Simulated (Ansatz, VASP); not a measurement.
# HfN: VASP beside Ansatz

```xyz
2
Lattice="0.0000 2.2157 2.2157 2.2157 0.0000 2.2157 2.2157 2.2157 0.0000" Properties=species:S:1:pos:R:3 pbc="T T T"
Hf    2.2157    2.2157    2.2157
N     0.0000    0.0000    0.0000
```

Alike in both runs: task single point; functional PBEsol; dispersion D3(BJ); k mesh 10 × 10 × 10; occupations gaussian, width 0.05 eV; no spin polarisation.

|  | VASP | Ansatz |
| --- | --- | --- |
| version | VASP 6.6.1 | Ansatz 0.2.0 |
| potentials or method | VASP PAW PBE potentials, release 64 (Hf_pv, N), cutoff 520 eV | scalar-relativistic, plane waves, PAW |
| valence electrons in the cell | 15 | 31 |

```csv
,VASP,Ansatz,Ansatz less VASP
gap on the k mesh at the Fermi level (eV),none,none,-
pressure (GPa),6.5,8.7,+2.19
```

VASP's potentials were made for PBE, not for PBEsol. A gap of «none» marks a metal or a gap that the smearing closes. VASP's potentials hold 15 valence electrons a cell and Ansatz's 31, so a difference there can come from the potentials and not from the codes.

Neither program's run includes spin-orbit coupling.
